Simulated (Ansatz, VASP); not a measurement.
## CdTe: VASP beside Ansatz

File INCAR:

```
ALGO     = Normal         # electronic algorithm
EDIFF    = 1E-6           # SCF threshold, eV
ENCUT    = 500            # plane-wave cutoff, eV
GGA      = PE             # functional
GGA_COMPAT= F            
ISIF     = 2              # what is computed and relaxed
ISMEAR   = -1             # smearing method
LASPH    = T              # aspherical terms in the spheres
LCHARG   = T              # write CHGCAR
LELF     = T              # ELF
LREAL    = F              # projectors in reciprocal space
LVHAR    = T            
LWAVE    = F              # write WAVECAR
NBANDS   = 16             # bands
NELM     = 120            # most SCF steps
PREC     = Accurate       # precision mode
SIGMA    = 0.5            # smearing width, eV
```

File KPOINTS:

```
k-points
0
Gamma
  4 4 4
```

The input POSCAR:

```
CdTe
1.0
    0.0000000000      3.2799551172      3.2799551172
    3.2799551172      0.0000000000      3.2799551172
    3.2799551172      3.2799551172      0.0000000000
Cd Te
1 1
Direct
    0.0000000000      0.0000000000      0.0000000000
    0.2500000000      0.2500000000      0.2500000000
```

Input for Ansatz:

```yaml
crystal:
  lattice:
    - [0.0, 3.2799551172, 3.2799551172]
    - [3.2799551172, 0.0, 3.2799551172]
    - [3.2799551172, 3.2799551172, 0.0]
  atoms:
    - { symbol: Cd, position: [0.0, 0.0, 0.0] }
    - { symbol: Te, position: [0.25, 0.25, 0.25] }
kpoints:
  mp_grid: { grid: [4, 4, 4] }
hamiltonian:
  xc: pbe
scf:
  occupations: { method: fermi_dirac, width: 0.5 }
  n_extra_bands: 4
output:
  forces: true
  stress: true
  eigenvalues: true
```

Alike in both runs: task single point; functional PBE; k mesh 4 × 4 × 4; occupations fermi-dirac, width 0.5 eV; no spin polarisation.

```csv
,VASP,Ansatz
version,VASP 6.6.1,Ansatz 0.2.0
potentials or method,"VASP PAW PBE potentials, release 64 (Cd, Te)",plane waves
plane-wave cutoff (eV),500,420
valence electrons in the cell,18,36
```

```csv
,VASP,Ansatz,Ansatz less VASP
pressure (GPa),1.9,1.8,-0.12
```

VASP's potentials hold 18 valence electrons a cell and Ansatz's 36, so a difference there can come from the potentials and not from the codes.

The k mesh is coarse, so the values compare programs but aren't converged. Spin-orbit coupling is off throughout.
